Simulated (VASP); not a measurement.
Here is a VASP 6.6.1 calculation.

The input POSCAR:

```
C
1.0
    1.7749542756      1.7749542756      0.0000000000
   -1.7749542756      1.7749542756      0.0000000000
    0.0000000000      1.7749542756      1.7749542756
C
2
Direct
    0.5000000000      0.5000000000      0.0000000000
    0.7500000000      0.2500000000      0.5000000000
```

The input INCAR.step1:

```
SYSTEM = C
  PREC = Accurate
  ENCUT = 1430
  ISMEAR = 0
  SIGMA = 0.01
  LREAL = .FALSE.
  LASPH = .TRUE.
  NELM = 120
  NBANDS = 11
  GGA = PE
  ALGO = Normal
  EDIFF = 1E-5
  LWAVE = .TRUE.
  LCHARG = .FALSE.
  GGA_COMPAT = .FALSE.
```

Contents of INCAR.step2:

```
SYSTEM = C
  PREC = Accurate
  ENCUT = 1430
  EDIFF = 1E-6
  ISMEAR = 0
  SIGMA = 0.01
  LREAL = .FALSE.
  LASPH = .TRUE.
  NELM = 120
  ALGO = Normal
  ISIF = 2
  LWAVE = .FALSE.
  LCHARG = .FALSE.
  METAGGA = R2SCAN
  LMIXTAU = .TRUE.
  NBANDS = 11
  ISTART = 1
  GGA_COMPAT = .FALSE.
```

File KPOINTS:

```
Automatic mesh
0
G
  12 12 12
  0 0 0
```

Potentials or basis: VASP PAW PBE potentials, release 64 (C_h).

Run with:

```bash
$ cat potpaw_PBE.64/C_h/POTCAR > POTCAR
$ cp INCAR.step1 INCAR
$ mpirun -np 1 vasp_std > vasp.out
$ cp INCAR.step2 INCAR
$ mpirun -np 1 vasp_std > vasp.out
```

Problem. Predict the pressure.

Solution. 3.4 GPa.

Problem. Estimate the band gap on the k mesh.

Solution. 4.41 eV (least direct gap 5.92 eV).

Caveat: the cell stands under pressure; the PAW data sets were made with another functional, which shifts forces and pressure a little. A k mesh can miss the band edges.
